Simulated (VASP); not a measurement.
Runs of VASP 6.6.1 on In2As3. The structure is that of space group Pm-3m (No. 221), or close to it. The cells are those of the table. The cell was generated, and may not be a known phase.

```csv
task,cell,k mesh,cutoff (eV),gap on the mesh (eV),pressure (GPa),relaxed volume (Å³/atom)
single point,"a = 5.309 Å, 5 atoms",8 × 8 × 8,520,none,0.1,-
single point,"a = 4.219 Å, 5 atoms",4 × 4 × 4,520,none,(a),-
single point,"a = 5.295 Å, 5 atoms",4 × 4 × 4,520,none,0.1,-
relaxation of cell and atoms,"relaxed from a = 5.295 Å, 5 atoms",8 × 8 × 8,600,none,0.0,29.97
relaxation of cell and atoms,"relaxed from a = 4.219 Å, 5 atoms",4 × 4 × 4,600,none,-0.2,29.87
```

Alike in all rows: level PBE; potentials or basis VASP PAW PBE potentials, release 64 (In_d, As); no spin polarisation; smearing gaussian 0.1 eV.

**Question.** Estimate the missing entries.

**Answer.** (a) 122.6.

Caveats: some runs use coarse meshes; spin-orbit coupling is left out, which moves the levels of the heavy elements; the highest band is partly filled, so the run has too few bands (at least some runs); the volume moved by over 15 % at a fixed basis, so the end points are rough (at least some runs).

A k mesh can miss the band edges, and the runs leave out spin-orbit coupling on As, In.

A gap of «none» marks levels without a gap at the run's occupations.
